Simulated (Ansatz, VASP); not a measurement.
Given: the input of a run of VASP 6.6.1 on Sb.

The input INCAR:

```
SYSTEM = Sb
PREC     = Accurate       ! precision mode
ENCUT    = 600            ! plane-wave cutoff, eV
EDIFF    = 1E-6           ! SCF threshold, eV
ISMEAR   = -1             ! smearing method
SIGMA    = 0.05           ! smearing width, eV
LREAL    = .FALSE.        ! projectors in reciprocal space
LASPH    = .TRUE.         ! aspherical terms in the spheres
NELM     = 80             ! most SCF steps
ALGO     = Normal         ! electronic algorithm
ISIF     = 3              ! what is computed and relaxed
LWAVE    = .FALSE.        ! write WAVECAR
LCHARG   = .FALSE.        ! write CHGCAR
GGA      = RE             ! functional
IBRION   = 2              ! ionic algorithm
NSW      = 60             ! ionic steps
EDIFFG   = -0.01          ! ionic threshold
```

The input KPOINTS:

```
regular mesh
0
G
  9 9 5
  0 0 0
```

File POSCAR:

```
Sb
1.0
    3.3545324186      0.0000000000      0.0000000000
   -1.6772662093      2.9051102923      0.0000000000
    0.0000000000      0.0000000000      5.4701606500
Sb
2
Direct
    0.6666666667      0.3333333333      0.7500000000
    0.3333333333      0.6666666667      0.2500000000
```

Potentials or basis: VASP PAW PBE potentials, release 64 (Sb).

Launch:

```sh
$ cat potpaw_PBE.64/Sb/POTCAR > POTCAR
$ mpirun -np 1 vasp_std > vasp.out
```

**Question.** Set up the same calculation for Ansatz 0.2.0. Potentials there: Ansatz PAW.

**Answer.** As run (the cutoff follows the program's own potentials):

input.yaml

```yaml
crystal:
  lattice:
    - [3.3545324186, 0.0, 0.0]
    - [-1.6772662093, 2.9051102923, 0.0]
    - [0.0, 0.0, 5.47016065]
  atoms:
    - { symbol: Sb, position: [0.6666666667, 0.3333333333, 0.75] }
    - { symbol: Sb, position: [0.3333333333, 0.6666666667, 0.25] }
hamiltonian:
  xc: revpbe
  pseudopotentials: { kind: paw }
kpoints:
  mp_grid: { grid: [9, 9, 5] }
scf:
  occupations: { method: fermi_dirac, width: 0.05 }
output:
  forces: true
  stress: true
  eigenvalues: true
relax:
  f_tol: 0.01
  max_steps: 40
  cell: { stress_tol: 0.05 }
```

Potentials or basis: Ansatz PAW.

The run is started by

```sh
$ ansatz run input.yaml --threads 2 --pin off --max-ram 5632MiB --backend cpu --events-out ev --progress --plain --runs-dir out
```

Both were run:

|  | VASP | Ansatz | Ansatz less VASP |
| --- | --- | --- | --- |
| gap on the k mesh at the Fermi level, each at its own relaxed structure (eV) | none | none | - |
| relaxed volume (Å³/atom) | 27.70 | 27.77 | +0.070 |
| relaxed cell length with the largest relative difference (Å) | 5.334 | 5.352 | +0.0171 |

VASP's potentials were made for PBE, not for revPBE. A gap of «none» marks a metal or a gap that the smearing closes. VASP's potentials hold 10 valence electrons a cell and Ansatz's 30, so a difference there can come from the potentials and not from the codes.

Neither program's run includes spin-orbit coupling. Noted on Ansatz's run: the plane-wave basis is chosen anew once the cell has moved, so the energies of steps on either side of that aren't comparable.
